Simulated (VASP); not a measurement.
# WSe2 (P6_3/mmc) in VASP: single point with PBE

Aim: the single point of WSe2 with PBE.

Everything below comes from runs of VASP 6.6.1. Logs are shortened: lines on timing, memory, paths and dates and some standing lists are left out, and cuts for length are marked.

## 1. The cell of the first run

Symmetry: P6_3/mmc, No. 194, hexagonal system. Conventional cell: a = 3.321 Å, b = 3.321 Å, c = 15.617 Å, α = 90.00°, β = 90.00°, γ = 120.00°. W (site symmetry -6m2) has 6 Se at 2.55 Å and 6 W at 3.32 Å within 3.4 Å. Se (site symmetry 3m) has 3 W at 2.55 Å and 7 Se at 3.32 to 3.36 Å within 3.4 Å.

## 2. Single point, PBE

INCAR

```
ALGO = Normal
EDIFF = 1E-6
ENCUT = 520
GGA = PE
ISIF = 2
ISMEAR = 0
LASPH = True
LCHARG = False
LREAL = False
LWAVE = False
NBANDS = 35
NELM = 60
PREC = Accurate
SIGMA = 0.02
```

KPOINTS

```
k-points
0
Gamma
  12 12 2
```

POSCAR

```
WSe2
1.0
    3.3206220036      0.0000000000      0.0000000000
   -1.6603110018      2.8757430115      0.0000000000
    0.0000000000      0.0000000000     15.6166052653
W Se
2 4
Direct
    0.3333333333      0.6666666667      0.2500000000
    0.6666666667      0.3333333333      0.7500000000
    0.3333333333      0.6666666667      0.6425124842
    0.6666666667      0.3333333333      0.1425124842
    0.3333333333      0.6666666667      0.8574875158
    0.6666666667      0.3333333333      0.3574875158
```

Potentials or basis: VASP PAW PBE potentials, release 64 (W_sv, Se).

On the command line:

```bash
cat potpaw_PBE.64/W_sv/POTCAR potpaw_PBE.64/Se/POTCAR > POTCAR
mpirun -np 1 vasp_std > vasp.out
```

OUTCAR:

```text
EDIFF = 1E-6
   ENCUT = 520
   GGA = PE
   ISIF = 2
   ISMEAR = 0
   LASPH = True
   LREAL = False
   NELM = 60
   PREC = Accurate

 ion  position               nearest neighbor table
   1  0.333  0.667  0.250-   4 2.55   6 2.55   4 2.55   6 2.55   4 2.55   6 2.55
   2  0.667  0.333  0.750-   3 2.55   5 2.55   3 2.55   5 2.55   3 2.55   5 2.55
   3  0.333  0.667  0.643-   2 2.55   2 2.55   2 2.55
   4  0.667  0.333  0.143-   1 2.55   1 2.55   1 2.55
   5  0.333  0.667  0.857-   2 2.55   2 2.55   2 2.55
   6  0.667  0.333  0.357-   1 2.55   1 2.55   1 2.55

  LATTYP: Found a hexagonal cell.
 ALAT       =     3.3206220036
 C/A-ratio  =     4.7029156731

  Lattice vectors:

 A1 = (   3.3206220036,   0.0000000000,   0.0000000000)
 A2 = (  -1.6603110018,   2.8757430115,   0.0000000000)
 A3 = (   0.0000000000,   0.0000000000,  15.6166052653)

Analysis of symmetry for initial positions (statically):
=====================================================================
 Subroutine PRICEL returns:
 Original cell was already a primitive cell.

 Routine SETGRP: Setting up the symmetry group for a
 hexagonal supercell.

 Subroutine GETGRP returns: Found 24 space group operations
 (whereof 12 operations were pure point group operations)
 out of a pool of 24 trial point group operations.

The static configuration has the point symmetry D_3d.
 The point group associated with its full space group is D_6h.

Analysis of symmetry for dynamics (positions and initial velocities):
=====================================================================
 Subroutine PRICEL returns:
 Original cell was already a primitive cell.

 Routine SETGRP: Setting up the symmetry group for a
 hexagonal supercell.

 Subroutine GETGRP returns: Found 24 space group operations
 (whereof 12 operations were pure point group operations)
 out of a pool of 24 trial point group operations.

The dynamic configuration has the point symmetry D_3d.
 The point group associated with its full space group is D_6h.

 Subroutine INISYM returns: Found 24 space group operations
 (whereof 12 operations are pure point group operations),
 and found     1 'primitive' translations

----------------------------------------------------------------------------------------

                                     Primitive cell

  volume of cell :     149.1270

  direct lattice vectors                    reciprocal lattice vectors
     3.320622004  0.000000000  0.000000000     0.301148399  0.173868109  0.000000000
    -1.660311002  2.875743012  0.000000000     0.000000000  0.347736218  0.000000000
     0.000000000  0.000000000 15.616605265     0.000000000  0.000000000  0.064034403

  length of vectors
     3.320622004  3.320622004 15.616605265     0.347736218  0.347736218  0.064034403

  position of ions in fractional coordinates (direct lattice)
     0.333333333  0.666666667  0.250000000
     0.666666667  0.333333333  0.750000000
     0.333333333  0.666666667  0.642512484
     0.666666667  0.333333333  0.142512484
     0.333333333  0.666666667  0.857487516
     0.666666667  0.333333333  0.357487516

  ion indices of the primitive-cell ions
   primitive index   ion index
                 1           1
                 2           2
                 3           3
                 4           4
                 5           5
                 6           6

----------------------------------------------------------------------------------------

 KPOINTS: k-points

Automatic generation of k-mesh.
 Grid dimensions read from file:
 generate k-points for:   12   12    2

 Generating k-lattice:

  Cartesian coordinates                     Fractional coordinates (reciprocal lattice)
     0.025095700  0.014489009  0.000000000     0.083333333  0.000000000  0.000000000
     0.000000000  0.028978018  0.000000000     0.000000000  0.083333333  0.000000000
     0.000000000  0.000000000  0.032017202     0.000000000  0.000000000  0.500000000

  Length of vectors
     0.028978018  0.028978018  0.032017202

  Shift w.r.t. Gamma in fractional coordinates (k-lattice)
     0.000000000  0.000000000  0.000000000

 Subroutine IBZKPT returns following result:
 ===========================================

 Found     38 irreducible k-points:

 Following reciprocal coordinates:
            Coordinates               Weight
  0.000000  0.000000  0.000000      1.000000
  0.083333 -0.000000  0.000000      6.000000
  0.166667  0.000000  0.000000      6.000000
  0.250000  0.000000  0.000000      6.000000
  0.333333 -0.000000  0.000000      6.000000
  0.416667 -0.000000  0.000000      6.000000
[... 16 lines left out ...]
  0.250000  0.000000  0.500000      6.000000
  0.333333 -0.000000  0.500000      6.000000
 [... further k-points ...]
   k-points           NKPTS =     38   k-points in BZ     NKDIM =     38   number of bands    NBANDS=     35
   number of dos      NEDOS =    301   number of ions     NIONS =      6
   total plane-waves  NPLWV =  94080
   dimension x,y,z NGX =    28 NGY =   28 NGZ =  120
   dimension x,y,z NGXF=    56 NGYF=   56 NGZF=  240
   ions per type =               2   4
   NGX,Y,Z   is equivalent  to a cutoff of  14.02, 14.02, 12.77 a.u.
   NGXF,Y,Z  is equivalent  to a cutoff of  28.04, 28.04, 25.55 a.u.
 SYSTEM =  unknown system
   PREC   = accura    normal or accurate (medium, high low for compatibility)
   ISTART =      0    job   : 0-new  1-cont  2-samecut
   ICHARG =      2    charge: 1-file 2-atom 10-const
   ISPIN  =      1    spin polarized calculation?
   LNONCOLLINEAR =      F non collinear calculations
   LSORBIT =      F    spin-orbit coupling
   LASPH  =      T    aspherical Exc in radial PAW
   ENCUT  =  520.0 eV  38.22 Ry    6.18 a.u.   6.17  6.17 29.04*2*pi/ulx,y,z
   NELM   =     60;   NELMIN=  2; NELMDL= -5     # of ELM steps
   EDIFF  = 0.1E-05   stopping-criterion for ELM
   LREAL  =      F    real-space projection
   EDIFFG = 0.1E-04   stopping-criterion for IOM
   NSW    =      0    number of steps for IOM
   IBRION =     -1    ionic relax: 0-MD 1-quasi-New 2-CG
   NFREE  =      0    steps in history (QN), initial steepest desc. (CG)
   ISIF   =      2    stress and relaxation
   ISYM   =      2    0-nonsym 1-usesym 2-fastsym
   POTIM  = 0.5000    time-step for ionic-motion
   TEBEG  =    0.0;   TEEND  =   0.0 temperature during run
   PSTRESS=    0.0 pullay stress
   NELECT =      52.0000    total number of electrons
   NUPDOWN=      -1.0000    fix difference up-down
   EMIN   =  10.00;   EMAX   =-10.00  energy-range for DOS
   EFERMI =   0.00;   METHOD = LEGACY
   ISMEAR =     0;   SIGMA  =   0.02  broadening in eV -4-tet -1-fermi 0-gaus
   EFERMI_NEDOS =   21; number of points for ismear=-14 and -15
   IALGO  =     38    algorithm
   IMIX   =      4    mixing-type and parameters
     AMIX     =   0.40;   BMIX     =  1.00
     AMIX_MAG =   1.60;   BMIX_MAG =  1.00
  volume/ion in A,a.u.               =      24.85       167.73
  Fermi-wavevector in a.u.,A,eV,Ry     =   1.152278  2.177489 18.065058  1.327744
  Thomas-Fermi vector in A             =   2.288930
   LORBIT       =      0    0 simple, 1 ext, 2 COOP (PROOUT), +10 PAW based schemes
   GGA     = PE    functional components
   LHFCALC =     F    Hartree Fock is set to
   AEXX    =    0.0000 exact exchange contribution
   IVDW    =     0    specifies the selected vdW correction
   LEPSILON=     F    determine dielectric tensor
   LRPA    =     F    only Hartree local field effects (RPA)
 non-spin polarized calculation
 Gauss-broadening in eV      SIGMA  =   0.02
  energy-cutoff  :      520.00
  volume of cell :      149.13
 maximum number of plane-waves:      4050
 NGX is ok and might be reduce to    28
   NGX = 13   NGY = 13   NGZ = 59

 number of electron      52.0000002 magnetization

 Free energy of the ion-electron system (eV)
  ---------------------------------------------------
  ext. energy  EPLUGINS =         0.00000000
  ---------------------------------------------------
  free energy    TOTEN  =       -43.25640201 eV

  energy without entropy =      -43.25640201  energy(sigma->0) =      -43.25640201

 E-fermi :   4.1052     XC(G=0):  -9.3512

 val. band max:        3.9400363612   @ k =   0.3333   0.3333   0.0000
 cond. band min:       5.4451707742   @ k =   0.1667   0.1667   0.0000
 fundamental gap:      1.5051344130
 Fermi energy:         4.1052467262

 k-point     1 :       0.0000    0.0000    0.0000
  band No.  band energies     occupation
      1     -70.1581      2.00000
      2     -70.1581      2.00000
      3     -34.3769      2.00000
      4     -34.3769      2.00000
      5     -34.2752      2.00000
      6     -34.2752      2.00000
[... 27 lines left out ...]
     34       6.9957      0.00000
     35       8.1703      0.00000

 k-point     2 :       0.0833   -0.0000    0.0000
  band No.  band energies     occupation
      1     -70.1575      2.00000
      2     -70.1575      2.00000
      3     -34.3743      2.00000
      4     -34.3743      2.00000
      5     -34.2893      2.00000
      6     -34.2893      2.00000
[... 27 lines left out ...]
     34       7.0024      0.00000
     35       8.7225      0.00000

 k-point     3 :       0.1667    0.0000    0.0000
  band No.  band energies     occupation
      1     -70.1559      2.00000
      2     -70.1559      2.00000
      3     -34.3670      2.00000
      4     -34.3670      2.00000
      5     -34.3277      2.00000
      6     -34.3277      2.00000
[... 27 lines left out ...]
     34       7.4057      0.00000
     35       9.4123      0.00000

 k-point     4 :       0.2500    0.0000    0.0000
  band No.  band energies     occupation
      1     -70.1537      2.00000
      2     -70.1537      2.00000
      3     -34.3798      2.00000
      4     -34.3798      2.00000
      5     -34.3570      2.00000
      6     -34.3570      2.00000
[... 27 lines left out ...]
     34       7.8111      0.00000
     35       9.7606      0.00000

 k-point     5 :       0.3333   -0.0000    0.0000
  band No.  band energies     occupation
      1     -70.1514      2.00000
      2     -70.1514      2.00000
      3     -34.4313      2.00000
      4     -34.4313      2.00000
      5     -34.3470      2.00000
      6     -34.3470      2.00000
[... 638 lines left out ...]
 k-point    22 :       0.1667    0.0000    0.5000
  band No.  band energies     occupation
      1     -70.1559      2.00000
      2     -70.1559      2.00000
      3     -34.3670      2.00000
      4     -34.3670      2.00000
      5     -34.3277      2.00000
      6     -34.3277      2.00000
[... 27 lines left out ...]
     34       7.3971      0.00000
     35       9.7468      0.00000

 k-point    23 :       0.2500    0.0000    0.5000
  band No.  band energies     occupation
      1     -70.1537      2.00000
      2     -70.1537      2.00000
      3     -34.3798      2.00000
      4     -34.3798      2.00000
      5     -34.3570      2.00000
      6     -34.3570      2.00000
[... 27 lines left out ...]
     34       7.7961      0.00000
     35      10.0795      0.00000

 k-point    24 :       0.3333   -0.0000    0.5000
  band No.  band energies     occupation
      1     -70.1515      2.00000
      2     -70.1515      2.00000
      3     -34.4313      2.00000
      4     -34.4313      2.00000
      5     -34.3470      2.00000
      6     -34.3470      2.00000
[... 27 lines left out ...]
     34       8.0749      0.00000
     35       9.8517      0.00000

 [... further k-points ...]

------------------------ aborting loop because EDIFF is reached ----------------------------------------

  FORCE on cell =-STRESS in cart. coord.  units (eV):
  Direction    XX          YY          ZZ          XY          YZ          ZX
  --------------------------------------------------------------------------------------
  -------------------------------------------------------------------------------------
  Total        0.1759607      0.1759607      0.2213399      0.0000000      0.0000000      0.0000000
  in kB        1.8904711      1.8904711      2.3780125      0.0000000      0.0000000      0.0000000
  external PRESSURE =       2.0529849 kB  Pullay stress =       0.0000000 kB

 VOLUME and BASIS-vectors are now :
 -----------------------------------------------------------------------------
  energy-cutoff  :      520.00
  volume of cell :      149.13
      direct lattice vectors                 reciprocal lattice vectors
     3.320622004  0.000000000  0.000000000     0.301148399  0.173868109  0.000000000
    -1.660311002  2.875743012  0.000000000     0.000000000  0.347736218  0.000000000
     0.000000000  0.000000000 15.616605265     0.000000000  0.000000000  0.064034403

 POSITION                                       TOTAL-FORCE (eV/Angst)
 -----------------------------------------------------------------------------------
     -0.00000      1.91716      3.90415        -0.000000     -0.000000      0.000000
      1.66031      0.95858     11.71245         0.000000      0.000000      0.000000
     -0.00000      1.91716     10.03386         0.000000     -0.000000     -0.039577
      1.66031      0.95858      2.22556        -0.000000      0.000000     -0.039577
     -0.00000      1.91716     13.39104        -0.000000      0.000000      0.039577
      1.66031      0.95858      5.58274         0.000000      0.000000      0.039577
 -----------------------------------------------------------------------------------
    total drift:                                0.000000     -0.000000      0.000000

  FREE ENERGIE OF THE ION-ELECTRON SYSTEM (eV)
  ---------------------------------------------------
  free  energy   TOTEN  =       -43.2564020092 eV

  energy  without entropy=      -43.2564020092  energy(sigma->0) =      -43.25640201
```

It took 2.7 min on 1 thread of Intel Xeon Platinum 8488C (Sapphire Rapids), shared host; peak memory 0.37 GiB.

What came out:

| Item | Value |
| --- | --- |
| Free energy | -43.2564 eV |
| Pressure | 0.2 GPa |
| Largest force | 0.040 eV/Å |
| Band gap on the k mesh | 1.51 eV (least direct gap 1.53 eV) |

Forces in eV/Å, atoms in the order of the input:
```
W    0.000  0.000  0.000
W    0.000  0.000  0.000
Se   0.000  0.000 -0.040
Se   0.000  0.000 -0.040
Se   0.000  0.000  0.040
Se   0.000  0.000  0.040
```

Levels at points of the mesh, in eV from the valence-band top:
| k point | band 24 | band 25 | band 26 | band 27 | band 28 | band 29 |
| --- | --- | --- | --- | --- | --- | --- |
| (0.00, 0.00, 0.00) | -1.25 | -0.52 | -0.13 | 2.88 | 2.88 | 2.88 |
| (0.50, 0.00, 0.00) | -0.99 | -0.97 | -0.96 | 2.33 | 2.33 | 2.66 |
| (0.00, 0.00, 0.50) | -1.25 | -0.29 | -0.29 | 2.88 | 2.88 | 2.88 |
| (0.50, 0.00, 0.50) | -1.00 | -0.96 | -0.96 | 2.33 | 2.33 | 2.70 |

Caveat: spin-orbit coupling is left out, which moves the levels of the heavy elements; this functional lacks dispersion, which binds layers or chains, so the pressure and a relaxed spacing across them are unreliable. A k mesh can miss the band edges.
